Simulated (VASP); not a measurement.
Input of a VASP 6.6.1 run:

The input INCAR:

```
PREC = Accurate
ENCUT = 500
EDIFF = 1E-6
ISMEAR = -1
SIGMA = 0.05
LREAL = F
LASPH = T
NELM = 120
ALGO = Normal
ISIF = 2
LWAVE = F
LCHARG = F
GGA = B5
ALDAX = 1.0
AGGAX = 1.0
AGGAC = 1.0
ALDAC = 0.0
IVDW = 13
VDW_S6 = 1.0
VDW_S8 = 2.34076671
VDW_A1 = 0.44488865
VDW_A2 = 4.0933009
NBANDS = 14
GGA_COMPAT = F
```

File KPOINTS:

```
Automatic mesh
0
Gamma
  12 12 12
```

Contents of POSCAR:

```
Ir
1.0
    0.0000000000      1.9304700784      1.9304700784
    1.9304700784      0.0000000000      1.9304700784
    1.9304700784      1.9304700784      0.0000000000
Ir
1
Direct
    0.0000000000      0.0000000000      0.0000000000
```

Potentials or basis: VASP PAW PBE potentials, release 64 (Ir_sv_GW).

Run with:

```bash
$ cat potpaw_PBE.64/Ir_sv_GW/POTCAR > POTCAR
$ mpirun -np 1 vasp_std > vasp.out
```

**Question.** What does it give for the dispersion energy per atom?

**Answer.** -1.768 eV.

**Question.** Predict the pressure.

**Answer.** -1.4 GPa.

Caveat: the PAW data sets were made with another functional, which shifts forces and pressure a little; pairwise dispersion overbinds metals, which lowers pressure and volume.
